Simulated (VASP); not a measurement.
# TiO2 (C2/c) in VASP: single point with PBE

Aim: the single point of TiO2 with PBE.

Everything below comes from runs of VASP 6.6.1. Logs are shortened: lines on timing, memory, paths and dates and some standing lists are left out, and cuts for length are marked.

**1. The cell of the first run**

Symmetry: C2/c, No. 15, monoclinic system. Conventional cell: a = 5.412 Å, b = 5.413 Å, c = 5.472 Å, α = 90.00°, β = 118.77°, γ = 90.00°. Within 2.6 Å of Ti (site symmetry 2) lie 6 O at 1.93 to 2.00 Å. Within 2.6 Å of O (site symmetry 1) lie 3 Ti at 1.93 to 2.00 Å and 2 O at 2.50 Å.

**2. Single point, PBE**

Input file INCAR:

```
PREC = Accurate
ENCUT = 520
EDIFF = 1E-6
ISMEAR = 0
SIGMA = 0.05
LREAL = Auto
LASPH = True
NELM = 80
ALGO = Normal
ISIF = 2
LWAVE = False
LCHARG = False
GGA = PE
NBANDS = 222
```

Input file KPOINTS:

```
Automatic mesh
0
Gamma
  2 2 1
```

Input file POSCAR:

```
TiO2
1.0
    2.6335310000     -5.4133100000     -4.7966370000
    2.6335310000      5.4133100000     -4.7966370000
   10.8241360000      0.0000000000      0.0000000000
Ti O
16 32
Direct
    0.6920550000      0.0579450000      0.2500000000
    0.1920550000      0.5579450000      0.2500000000
    0.4420550000      0.3079450000      0.5000000000
    0.9420550000      0.8079450000      0.5000000000
    0.1920550000      0.5579450000      0.7500000000
    0.6920550000      0.0579450000      0.7500000000
    0.9420550000      0.8079450000      0.0000000000
    0.4420550000      0.3079450000      0.0000000000
    0.8079450000      0.4420550000      0.2500000000
    0.3079450000      0.9420550000      0.2500000000
    0.5579450000      0.6920550000      0.5000000000
    0.0579450000      0.1920550000      0.5000000000
    0.3079450000      0.9420550000      0.7500000000
    0.8079450000      0.4420550000      0.7500000000
    0.0579450000      0.1920550000      0.0000000000
    0.5579450000      0.6920550000      0.0000000000
    0.7270420000      0.6058090000      0.1049940000
    0.2270420000      0.1058090000      0.1049940000
    0.4770420000      0.8558090000      0.3549940000
    0.9770420000      0.3558090000      0.3549940000
    0.2270420000      0.1058090000      0.6049940000
    0.7270420000      0.6058090000      0.6049940000
    0.9770420000      0.3558090000      0.8549940000
    0.4770420000      0.8558090000      0.8549940000
    0.7729580000      0.8941910000      0.3950060000
    0.2729580000      0.3941910000      0.3950060000
    0.5229580000      0.1441910000      0.6450060000
    0.0229580000      0.6441910000      0.6450060000
    0.2729580000      0.3941910000      0.8950060000
    0.7729580000      0.8941910000      0.8950060000
    0.0229580000      0.6441910000      0.1450060000
    0.5229580000      0.1441910000      0.1450060000
    0.6441910000      0.5229580000      0.3950060000
    0.1441910000      0.0229580000      0.3950060000
    0.3941910000      0.7729580000      0.6450060000
    0.8941910000      0.2729580000      0.6450060000
    0.1441910000      0.0229580000      0.8950060000
    0.6441910000      0.5229580000      0.8950060000
    0.8941910000      0.2729580000      0.1450060000
    0.3941910000      0.7729580000      0.1450060000
    0.8558090000      0.9770420000      0.1049940000
    0.3558090000      0.4770420000      0.1049940000
    0.6058090000      0.2270420000      0.3549940000
    0.1058090000      0.7270420000      0.3549940000
    0.3558090000      0.4770420000      0.6049940000
    0.8558090000      0.9770420000      0.6049940000
    0.1058090000      0.7270420000      0.8549940000
    0.6058090000      0.2270420000      0.8549940000
```

Potentials or basis: VASP PAW PBE potentials, release 64 (Ti_sv, O).

Command:

```bash
$ cat potpaw_PBE.64/Ti_sv/POTCAR potpaw_PBE.64/O/POTCAR > POTCAR
$ mpirun -np 1 vasp_std > vasp.out
```

OUTCAR:

```text
PREC = Accurate
   ENCUT = 520
   EDIFF = 1E-6
   ISMEAR = 0
   LREAL = Auto
   LASPH = True
   NELM = 80
   ISIF = 2
   GGA = PE

 ion  position               nearest neighbor table
   1  0.692  0.058  0.250-  25 1.93  41 1.93  32 1.98  43 1.98  19 2.00  39 2.00
   2  0.192  0.558  0.250-  26 1.93  42 1.93  31 1.98  44 1.98  20 2.00  40 2.00
   3  0.442  0.308  0.500-  27 1.93  43 1.93  26 1.98  45 1.98  21 2.00  33 2.00
   4  0.942  0.808  0.500-  28 1.93  44 1.93  25 1.98  46 1.98  22 2.00  34 2.00
   5  0.192  0.558  0.750-  29 1.93  45 1.93  28 1.98  47 1.98  23 2.00  35 2.00
   6  0.692  0.058  0.750-  30 1.93  46 1.93  27 1.98  48 1.98  24 2.00  36 2.00
[... 8 lines left out ...]
  15  0.058  0.192  0.000-  23 1.93  39 1.93  37 1.98  18 1.98  29 2.00  41 2.00
  16  0.558  0.692  0.000-  24 1.93  40 1.93  38 1.98  17 1.98  30 2.00  42 2.00
  17  0.727  0.606  0.105-   9 1.93  16 1.98   7 2.00
[... 40 lines left out ...]
 A1 = (  -2.6335310000,   5.4133100000,   4.7966370000)
 A2 = (  -2.6335310000,  -5.4133100000,   4.7966370000)
 A3 = (  10.8241360000,   0.0000000000,   0.0000000000)

Analysis of symmetry for initial positions (statically):
=====================================================================
 Subroutine PRICEL returns following result:

  LATTYP: Found a base centered monoclinic cell.
 ALAT       =     5.4120680000
 B/A-ratio  =     1.0002294871
 C/A-ratio  =     1.0110809974
 COS(beta)  =    -0.4812705001

  Lattice vectors:

 A1 = (  -2.7060340000,  -2.7066550000,   0.0000000000)
 A2 = (  -2.7060340000,   2.7066550000,   0.0000000000)
 A3 = (   2.6335310000,   0.0000000000,  -4.7966370000)

   8 primitive cells build up your supercell.

 Routine SETGRP: Setting up the symmetry group for a
 base centered monoclinic supercell.

 Subroutine GETGRP returns: Found  4 space group operations
 (whereof  2 operations were pure point group operations)
 out of a pool of  4 trial point group operations.

The static configuration has the point symmetry S_2 .
 The point group associated with its full space group is C_2h.

Analysis of symmetry for dynamics (positions and initial velocities):
=====================================================================
 Subroutine PRICEL returns following result:

  LATTYP: Found a base centered monoclinic cell.
 ALAT       =     5.4120680000
 B/A-ratio  =     1.0002294871
 C/A-ratio  =     1.0110809974
 COS(beta)  =    -0.4812705001

  Lattice vectors:

 A1 = (  -2.7060340000,  -2.7066550000,   0.0000000000)
 A2 = (  -2.7060340000,   2.7066550000,   0.0000000000)
 A3 = (   2.6335310000,   0.0000000000,  -4.7966370000)

   8 primitive cells build up your supercell.

 Routine SETGRP: Setting up the symmetry group for a
[... 102 lines left out ...]
   TEBEG  =    0.0;   TEEND  =   0.0 temperature during run
   PSTRESS=    0.0 pullay stress
   NELECT =     384.0000    total number of electrons
   NUPDOWN=      -1.0000    fix difference up-down
   EMIN   =  10.00;   EMAX   =-10.00  energy-range for DOS
   EFERMI =   0.00;   METHOD = LEGACY
   ISMEAR =     0;   SIGMA  =   0.05  broadening in eV -4-tet -1-fermi 0-gaus
   EFERMI_NEDOS =   21; number of points for ismear=-14 and -15
   IALGO  =     38    algorithm
   IMIX   =      4    mixing-type and parameters
     AMIX     =   0.40;   BMIX     =  1.00
     AMIX_MAG =   1.60;   BMIX_MAG =  1.00
  volume/ion in A,a.u.               =      11.71        79.03
  Fermi-wavevector in a.u.,A,eV,Ry     =   1.441820  2.724644 28.284385  2.078844
  Thomas-Fermi vector in A             =   2.560409
   LORBIT       =      0    0 simple, 1 ext, 2 COOP (PROOUT), +10 PAW based schemes
   GGA     = PE    functional components
   LHFCALC =     F    Hartree Fock is set to
   AEXX    =    0.0000 exact exchange contribution
   IVDW    =     0    specifies the selected vdW correction
   LEPSILON=     F    determine dielectric tensor
   LRPA    =     F    only Hartree local field effects (RPA)
 non-spin polarized calculation
 Gauss-broadening in eV      SIGMA  =   0.05
  energy-cutoff  :      520.00
  volume of cell :      562.11
 maximum number of plane-waves:     15143
 NGX is ok and might be reduce to    60
   NGX = 29   NGY = 29   NGZ = 41

 number of electron     384.0000088 magnetization

 Free energy of the ion-electron system (eV)
  ---------------------------------------------------
  ext. energy  EPLUGINS =         0.00000000
  ---------------------------------------------------
  free energy    TOTEN  =      -430.78720718 eV

  energy without entropy =     -430.78720718  energy(sigma->0) =     -430.78720718

 E-fermi :   3.3472     XC(G=0): -10.5822

 val. band max:        3.1105784256   @ k =   0.0000   0.0000   0.0000
 cond. band min:       5.1554746289   @ k =   0.0000   0.0000   0.0000
 fundamental gap:      2.0448962032
 Fermi energy:         3.3471565040

 k-point     1 :       0.0000    0.0000    0.0000
  band No.  band energies     occupation
      1     -53.3987      2.00000
      2     -53.3851      2.00000
      3     -53.3851      2.00000
      4     -53.3823      2.00000
      5     -53.3823      2.00000
      6     -53.3715      2.00000
[... 610 lines left out ...]
    203       6.2978      0.00000
    204       6.2978      0.00000
 [bands above 204 left out]

------------------------ aborting loop because EDIFF is reached ----------------------------------------

  FORCE on cell =-STRESS in cart. coord.  units (eV):
  Direction    XX          YY          ZZ          XY          YZ          ZX
  --------------------------------------------------------------------------------------
  -------------------------------------------------------------------------------------
  Total       -3.8090632     -4.0808757     -1.9468610      0.0000000      0.0000000     -0.8577211
  in kB      -10.8568985    -11.6316403     -5.5490999      0.0000000      0.0000000     -2.4447456
  external PRESSURE =      -9.3458796 kB  Pullay stress =       0.0000000 kB

 VOLUME and BASIS-vectors are now :
 -----------------------------------------------------------------------------
  energy-cutoff  :      520.00
  volume of cell :      562.11
      direct lattice vectors                 reciprocal lattice vectors
     2.633531000 -5.413310000 -4.796637000     0.000000000 -0.092364930 -0.104239700
     2.633531000  5.413310000 -4.796637000     0.000000000  0.092364930 -0.104239700
    10.824136000  0.000000000  0.000000000     0.092386127  0.000000000  0.050723398

 POSITION                                       TOTAL-FORCE (eV/Angst)
 -----------------------------------------------------------------------------------
      4.68118     -3.43263     -3.59748        -0.000000      0.052436     -0.000000
      4.68118      1.98068     -3.59748        -0.000000      0.052436     -0.000000
      7.38722     -0.72598     -3.59748        -0.000000      0.052436     -0.000000
     10.02075     -0.72598     -8.39411        -0.000000      0.052436     -0.000000
     10.09325      1.98068     -3.59748        -0.000000      0.052436     -0.000000
     10.09325     -3.43263     -3.59748        -0.000000      0.052436     -0.000000
[... 40 lines left out ...]
     11.44791      3.36293     -3.99488        -0.000963      0.028215     -0.109384
     11.44791     -2.05038     -3.99488        -0.000963      0.028215     -0.109384
 -----------------------------------------------------------------------------------
    total drift:                                0.000000      0.000000     -0.000000

  FREE ENERGIE OF THE ION-ELECTRON SYSTEM (eV)
  ---------------------------------------------------
  free  energy   TOTEN  =      -430.7872071775 eV

  energy  without entropy=     -430.7872071775  energy(sigma->0) =     -430.78720718
```

OSZICAR:

```text
N       E                     dE             d eps       ncg     rms          rms(c)
DAV:   1     0.662237056024E+04    0.66224E+04   -0.18810E+05  1332   0.203E+03
DAV:   2     0.105171993608E+04   -0.55707E+04   -0.53702E+04  1332   0.650E+02
DAV:   3    -0.419585366475E+03   -0.14713E+04   -0.14214E+04  1660   0.281E+02
DAV:   4    -0.558464709318E+03   -0.13888E+03   -0.13845E+03  1808   0.960E+01
DAV:   5    -0.570155209172E+03   -0.11690E+02   -0.11686E+02  2088   0.220E+01    0.882E+01
DAV:   6    -0.434882337489E+03    0.13527E+03   -0.99882E+02  1854   0.105E+02    0.353E+01
DAV:   7    -0.431528127547E+03    0.33542E+01   -0.15162E+02  1824   0.330E+01    0.204E+01
DAV:   8    -0.432325626252E+03   -0.79750E+00   -0.35272E+01  1896   0.196E+01    0.119E+01
DAV:   9    -0.430830528250E+03    0.14951E+01   -0.19800E+01  1834   0.137E+01    0.402E+00
DAV:  10    -0.430785739168E+03    0.44789E-01   -0.16098E+00  1952   0.343E+00    0.724E-01
DAV:  11    -0.430785694923E+03    0.44245E-04   -0.91455E-02  1650   0.741E-01    0.242E-01
DAV:  12    -0.430787664637E+03   -0.19697E-02   -0.70380E-03  2000   0.199E-01    0.210E-01
DAV:  13    -0.430787307066E+03    0.35757E-03   -0.71453E-03  1866   0.208E-01    0.107E-01
DAV:  14    -0.430787216169E+03    0.90896E-04   -0.18867E-03  1944   0.130E-01    0.353E-02
DAV:  15    -0.430787206769E+03    0.93999E-05   -0.26819E-04  1834   0.506E-02    0.150E-02
DAV:  16    -0.430787208099E+03   -0.13299E-05   -0.15288E-05  1608   0.131E-02    0.696E-03
DAV:  17    -0.430787207178E+03    0.92160E-06   -0.68924E-06  1338   0.836E-03
   1 F= -.43078721E+03 E0= -.43078721E+03  d E =-.148841E-11
```

It took 9.2 min on 1 thread of Intel Xeon Platinum 8488C (Sapphire Rapids), shared host; peak memory 0.75 GiB.

Results:

| Quantity | Value |
| --- | --- |
| Free energy | -430.7872 eV |
| Pressure | -0.9 GPa |
| Largest force | 0.113 eV/Å |
| Band gap on the k mesh | 2.04 eV |

Forces on the atoms (eV/Å):
```
Ti   0.000  0.052  0.000
Ti   0.000  0.052  0.000
Ti   0.000  0.052  0.000
Ti   0.000  0.052  0.000
Ti   0.000  0.052  0.000
Ti   0.000  0.052  0.000
Ti   0.000  0.052  0.000
Ti   0.000  0.052  0.000
Ti   0.000 -0.052  0.000
Ti   0.000 -0.052  0.000
Ti   0.000 -0.052  0.000
Ti   0.000 -0.052  0.000
Ti   0.000 -0.052  0.000
Ti   0.000 -0.052  0.000
Ti   0.000 -0.052  0.000
Ti   0.000 -0.052  0.000
O   -0.001 -0.028 -0.109
O   -0.001 -0.028 -0.109
O   -0.001 -0.028 -0.109
O   -0.001 -0.028 -0.109
O   -0.001 -0.028 -0.109
O   -0.001 -0.028 -0.109
O   -0.001 -0.028 -0.109
O   -0.001 -0.028 -0.109
O    0.001  0.028  0.109
O    0.001  0.028  0.109
O    0.001  0.028  0.109
O    0.001  0.028  0.109
O    0.001  0.028  0.109
O    0.001  0.028  0.109
O    0.001  0.028  0.109
O    0.001  0.028  0.109
O    0.001 -0.028  0.109
O    0.001 -0.028  0.109
O    0.001 -0.028  0.109
O    0.001 -0.028  0.109
O    0.001 -0.028  0.109
O    0.001 -0.028  0.109
O    0.001 -0.028  0.109
O    0.001 -0.028  0.109
O   -0.001  0.028 -0.109
O   -0.001  0.028 -0.109
O   -0.001  0.028 -0.109
O   -0.001  0.028 -0.109
O   -0.001  0.028 -0.109
O   -0.001  0.028 -0.109
O   -0.001  0.028 -0.109
O   -0.001  0.028 -0.109
```

Stress tensor (GPa, compression positive):
```
-1.09  0.00 -0.24
 0.00 -1.16  0.00
-0.24  0.00 -0.55
```

Caveat: the k points lie up to 0.66 Å⁻¹ apart. As with any semilocal functional, this PBE gap is likely too small.
